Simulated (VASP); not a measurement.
# Li2S (Fm-3m) in VASP: a series of runs, part 2 of 2

VASP 6.6.1.

## 3. Single point, PBEsol

This run uses another cell than the first one, of 15.50 Å³/atom.

The input, INCAR:

```
PREC = Accurate
ENCUT = 750
EDIFF = 1E-6
ISMEAR = 0
SIGMA = 0.05
LREAL = False
LASPH = True
NELM = 120
ALGO = Normal
ISIF = 2
LWAVE = False
LCHARG = True
GGA = PS
LELF = True
LVHAR = True
NBANDS = 13
GGA_COMPAT = False
```

The input, KPOINTS:

```
Automatic mesh
0
Gamma
  8 8 8
```

The input, POSCAR:

```
Li2S
1.0
    0.0000000000      2.8540007422      2.8540007422
    2.8540007422      0.0000000000      2.8540007422
    2.8540007422      2.8540007422      0.0000000000
Li S
2 1
Direct
    0.2500000000      0.2500000000      0.2500000000
    0.7500000000      0.7500000000      0.7500000000
    0.0000000000      0.0000000000      0.0000000000
```

Potentials or basis: VASP PAW PBE potentials, release 64 (Li_sv, S).

Run with:

```
> cat potpaw_PBE.64/Li_sv/POTCAR potpaw_PBE.64/S/POTCAR > POTCAR
> mpirun -np 1 vasp_std > vasp.out
```

OUTCAR:

```text
PREC = Accurate
   ENCUT = 750
   EDIFF = 1E-6
   ISMEAR = 0
   LREAL = False
   LASPH = True
   NELM = 120
   ISIF = 2
   GGA = PS

 ion  position               nearest neighbor table
   1  0.250  0.250  0.250-   3 2.47   3 2.47   3 2.47   3 2.47
   2  0.750  0.750  0.750-   3 2.47   3 2.47   3 2.47   3 2.47
   3  0.000  0.000  0.000-   2 2.47   2 2.47   2 2.47   1 2.47   2 2.47   1 2.47   1 2.47   1 2.47

  LATTYP: Found a face centered cubic cell.
 ALAT       =     5.7080014844

  Lattice vectors:

 A1 = (   0.0000000000,   2.8540007422,   2.8540007422)
 A2 = (   2.8540007422,   0.0000000000,   2.8540007422)
 A3 = (   2.8540007422,   2.8540007422,   0.0000000000)

Analysis of symmetry for initial positions (statically):
=====================================================================
 Subroutine PRICEL returns:
 Original cell was already a primitive cell.

 Routine SETGRP: Setting up the symmetry group for a
 face centered cubic supercell.

 Subroutine GETGRP returns: Found 48 space group operations
 (whereof 48 operations were pure point group operations)
 out of a pool of 48 trial point group operations.

The static configuration has the point symmetry O_h .

Analysis of symmetry for dynamics (positions and initial velocities):
=====================================================================
 Subroutine PRICEL returns:
 Original cell was already a primitive cell.

 Routine SETGRP: Setting up the symmetry group for a
 face centered cubic supercell.

 Subroutine GETGRP returns: Found 48 space group operations
 (whereof 48 operations were pure point group operations)
 out of a pool of 48 trial point group operations.

The dynamic configuration has the point symmetry O_h .

 Subroutine INISYM returns: Found 48 space group operations
 (whereof 48 operations are pure point group operations),
 and found     1 'primitive' translations

----------------------------------------------------------------------------------------

                                     Primitive cell

  volume of cell :      46.4935

  direct lattice vectors                    reciprocal lattice vectors
[... 122 lines left out ...]
  energy-cutoff  :      750.00
  volume of cell :       46.49
 maximum number of plane-waves:      2200
   NGX = 17   NGY = 17   NGZ = 17

 number of electron      11.9999999 magnetization

 Free energy of the ion-electron system (eV)
  ---------------------------------------------------
  ext. energy  EPLUGINS =         0.00000000
  ---------------------------------------------------
  free energy    TOTEN  =       -12.37292973 eV

  energy without entropy =      -12.37292973  energy(sigma->0) =      -12.37292973

 E-fermi :   1.5989     XC(G=0):  -8.6201

 val. band max:        1.3799484044   @ k =   0.0000   0.0000   0.0000
 cond. band min:       4.6039214363   @ k =   0.5000   0.5000   0.0000
 fundamental gap:      3.2239730319
 Fermi energy:         1.5989203827

 k-point     1 :       0.0000    0.0000    0.0000
  band No.  band energies     occupation
      1     -42.1194      2.00000
      2     -42.0747      2.00000
      3      -9.6265      2.00000
      4       1.3799      2.00000
      5       1.3799      2.00000
      6       1.3799      2.00000
      7       5.4543      0.00000
      8       7.5278      0.00000
      9       7.5278      0.00000
     10       7.5278      0.00000
     11      12.4985      0.00000
     12      12.4985      0.00000
     13      13.6243      0.00000
[... 354 lines left out ...]
  band No.  band energies     occupation
      1     -42.0960      2.00000
      2     -42.0960      2.00000
      3      -9.1231      2.00000
      4      -1.2289      2.00000
      5       0.1243      2.00000
      6       0.4673      2.00000
      7       7.1030      0.00000
      8       7.9000      0.00000
      9       9.6293      0.00000
     10      10.2570      0.00000
     11      11.6235      0.00000
     12      12.9037      0.00000
     13      14.7168      0.00000

 [... further k-points ...]

------------------------ aborting loop because EDIFF is reached ----------------------------------------

  FORCE on cell =-STRESS in cart. coord.  units (eV):
  Direction    XX          YY          ZZ          XY          YZ          ZX
  --------------------------------------------------------------------------------------
  -------------------------------------------------------------------------------------
  Total       -0.3444424     -0.3444424     -0.3444424     -0.0000000     -0.0000000      0.0000000
  in kB      -11.8695675    -11.8695675    -11.8695675     -0.0000000     -0.0000000      0.0000000
  external PRESSURE =     -11.8695675 kB  Pullay stress =       0.0000000 kB

 VOLUME and BASIS-vectors are now :
 -----------------------------------------------------------------------------
  energy-cutoff  :      750.00
  volume of cell :       46.49
      direct lattice vectors                 reciprocal lattice vectors
     0.000000000  2.854000742  2.854000742    -0.175192666  0.175192666  0.175192666
     2.854000742  0.000000000  2.854000742     0.175192666 -0.175192666  0.175192666
     2.854000742  2.854000742  0.000000000     0.175192666  0.175192666 -0.175192666

 POSITION                                       TOTAL-FORCE (eV/Angst)
 -----------------------------------------------------------------------------------
      1.42700      1.42700      1.42700         0.000000      0.000000      0.000000
      4.28100      4.28100      4.28100        -0.000000     -0.000000     -0.000000
      0.00000      0.00000      0.00000        -0.000000     -0.000000     -0.000000
 -----------------------------------------------------------------------------------
    total drift:                                0.000000      0.000000      0.000000

  FREE ENERGIE OF THE ION-ELECTRON SYSTEM (eV)
  ---------------------------------------------------
  free  energy   TOTEN  =       -12.3729297342 eV

  energy  without entropy=      -12.3729297342  energy(sigma->0) =      -12.37292973
```

Wall time 41 s (1 thread of AMD EPYC 7R13, shared host); peak memory 0.17 GiB.

Results:

```
Free energy            : -12.3729 eV
Pressure               : -1.2 GPa
Band gap on the k mesh : 3.22 eV (least direct gap 4.07 eV)
```

Caveat: the PAW data sets were made with another functional, which shifts forces and pressure a little. A k mesh can miss the band edges.

## 4. Single point, PBEsol (15.38 Å³/atom)

This run uses another cell than the first one, of 15.38 Å³/atom.

The input, INCAR:

```
PREC = Accurate
ENCUT = 750
EDIFF = 1E-6
ISMEAR = 0
SIGMA = 0.05
LREAL = F
LASPH = T
NELM = 120
ALGO = Normal
ISIF = 2
LWAVE = F
LCHARG = F
GGA = PS
NBANDS = 13
GGA_COMPAT = F
```

KPOINTS is that of step 3.

The input, POSCAR:

```
Li2S
1.0
    0.0000000000      2.8469035030      2.8469035030
    2.8469035030      0.0000000000      2.8469035030
    2.8469035030      2.8469035030      0.0000000000
Li S
2 1
Direct
    0.2500000000      0.2500000000      0.2500000000
    0.7500000000      0.7500000000      0.7500000000
    0.0000000000      0.0000000000      0.0000000000
```

Potentials or basis: VASP PAW PBE potentials, release 64 (Li_sv, S).

Run with:

```
> cat potpaw_PBE.64/Li_sv/POTCAR potpaw_PBE.64/S/POTCAR > POTCAR
> mpirun -np 1 vasp_std > vasp.out
```

OUTCAR:

```text
PREC = Accurate
   ENCUT = 750
   EDIFF = 1E-6
   ISMEAR = 0
   LREAL = F
   LASPH = T
   NELM = 120
   ISIF = 2
   GGA = PS

 ion  position               nearest neighbor table
   1  0.250  0.250  0.250-   3 2.47   3 2.47   3 2.47   3 2.47
   2  0.750  0.750  0.750-   3 2.47   3 2.47   3 2.47   3 2.47
   3  0.000  0.000  0.000-   2 2.47   2 2.47   2 2.47   1 2.47   2 2.47   1 2.47   1 2.47   1 2.47

  LATTYP: Found a face centered cubic cell.
 ALAT       =     5.6938070060

  Lattice vectors:

 A1 = (   0.0000000000,   2.8469035030,   2.8469035030)
 A2 = (   2.8469035030,   0.0000000000,   2.8469035030)
 A3 = (   2.8469035030,   2.8469035030,   0.0000000000)

Analysis of symmetry for initial positions (statically):
=====================================================================
 Subroutine PRICEL returns:
 Original cell was already a primitive cell.

 Routine SETGRP: Setting up the symmetry group for a
 face centered cubic supercell.

 Subroutine GETGRP returns: Found 48 space group operations
 (whereof 48 operations were pure point group operations)
 out of a pool of 48 trial point group operations.
[... 180 lines left out ...]
      7       5.5371      0.00000
      8       7.5765      0.00000
      9       7.5765      0.00000
     10       7.5766      0.00000
     11      12.5641      0.00000
     12      12.5641      0.00000
     13      13.7070      0.00000
[... 354 lines left out ...]
  band No.  band energies     occupation
      1     -42.0363      2.00000
      2     -42.0362      2.00000
      3      -9.0905      2.00000
      4      -1.2059      2.00000
      5       0.1589      2.00000
      6       0.5029      2.00000
      7       7.1574      0.00000
      8       7.9710      0.00000
      9       9.7015      0.00000
     10      10.3359      0.00000
     11      11.7028      0.00000
     12      12.9934      0.00000
     13      14.8044      0.00000

 [... further k-points ...]

------------------------ aborting loop because EDIFF is reached ----------------------------------------

  FORCE on cell =-STRESS in cart. coord.  units (eV):
  Direction    XX          YY          ZZ          XY          YZ          ZX
  --------------------------------------------------------------------------------------
  -------------------------------------------------------------------------------------
  Total       -0.2574379     -0.2574379     -0.2574379     -0.0000000      0.0000000     -0.0000000
  in kB       -8.9378877     -8.9378877     -8.9378877     -0.0000000      0.0000000     -0.0000000
  external PRESSURE =      -8.9378877 kB  Pullay stress =       0.0000000 kB

 VOLUME and BASIS-vectors are now :
 -----------------------------------------------------------------------------
  energy-cutoff  :      750.00
  volume of cell :       46.15
      direct lattice vectors                 reciprocal lattice vectors
     0.000000000  2.846903503  2.846903503    -0.175629416  0.175629416  0.175629416
     2.846903503  0.000000000  2.846903503     0.175629416 -0.175629416  0.175629416
     2.846903503  2.846903503  0.000000000     0.175629416  0.175629416 -0.175629416

 POSITION                                       TOTAL-FORCE (eV/Angst)
 -----------------------------------------------------------------------------------
      1.42345      1.42345      1.42345         0.000000      0.000000      0.000000
      4.27036      4.27036      4.27036        -0.000000     -0.000000     -0.000000
      0.00000      0.00000      0.00000        -0.000000     -0.000000     -0.000000
 -----------------------------------------------------------------------------------
    total drift:                                0.000000      0.000000      0.000000

  FREE ENERGIE OF THE ION-ELECTRON SYSTEM (eV)
  ---------------------------------------------------
  free  energy   TOTEN  =       -12.3749009578 eV

  energy  without entropy=      -12.3749009578  energy(sigma->0) =      -12.37490096
```

Run time: 52 s. Hardware: 1 thread of AMD EPYC 7R13, shared host; peak memory 0.17 GiB.

Results:

* Free energy: -12.3749 eV
* Pressure: -0.9 GPa
* Band gap on the k mesh: 3.22 eV (least direct gap 4.11 eV)

Caveat: the PAW data sets were made with another functional, which shifts forces and pressure a little. A k mesh can miss the band edges.

## 5. The runs side by side

```csv
level,cell,gap on the mesh (eV),pressure (GPa)
BLYP,"a = 4.048 Å, angles 60.0°, 3 atoms",3.64,0.8
PBEsol,"a = 4.036 Å, angles 60.0°, 3 atoms",3.22,-1.2
PBEsol,"a = 4.026 Å, angles 60.0°, 3 atoms",3.22,-0.9
```

Alike in all rows: task single point; potentials or basis VASP PAW PBE potentials, release 64 (Li_sv, S); no spin polarisation; k mesh 8 × 8 × 8; cutoff (eV) 750; smearing gaussian 0.05 eV.

Caveats: the PAW data sets were made with another functional, which shifts forces and pressure a little.

Total energies depend on the potentials used, so only differences within one code and one set of settings carry meaning.
